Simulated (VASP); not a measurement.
Here is a VASP 6.6.1 calculation.

INCAR

```
SYSTEM = TiC3
  PREC = Accurate
  ENCUT = 520
  EDIFF = 1E-7
  ISMEAR = 0
  SIGMA = 0.1
  LREAL = .FALSE.
  LASPH = .TRUE.
  NELM = 80
  ALGO = Normal
  ISIF = 2
  LWAVE = .FALSE.
  LCHARG = .FALSE.
  GGA = PE
  NBANDS = 34
```

KPOINTS

```
Automatic mesh
0
G
  4 4 4
  0 0 0
```

The input POSCAR:

```
TiC3
1.0
    4.5520428300      0.0000000000      0.0000000000
    0.0000000000      4.5520428300      0.0000000000
    0.0000000000      0.0000000000      4.5520428300
Ti C
2 6
Direct
    0.0000000000      0.0000000000      0.0000000000
    0.5000000000      0.5000000000      0.5000000000
    0.2500000000      0.0000000000      0.5000000000
    0.7500000000      0.0000000000      0.5000000000
    0.0000000000      0.5000000000      0.2500000000
    0.0000000000      0.5000000000      0.7500000000
    0.5000000000      0.7500000000      0.0000000000
    0.5000000000      0.2500000000      0.0000000000
```

Potentials or basis: VASP PAW PBE potentials, release 64 (Ti_sv, C).

Launch:

```console
$ cat potpaw_PBE.64/Ti_sv/POTCAR potpaw_PBE.64/C/POTCAR > POTCAR
$ mpirun -np 1 vasp_std > vasp.out
```

**Question.** Estimate the pressure.

**Answer.** -36.9 GPa.

**Question.** Estimate the band gap on the k mesh.

**Answer.** Zero (band 24 reaches 5.68 eV, above the bottom of band 25 at 4.85 eV).
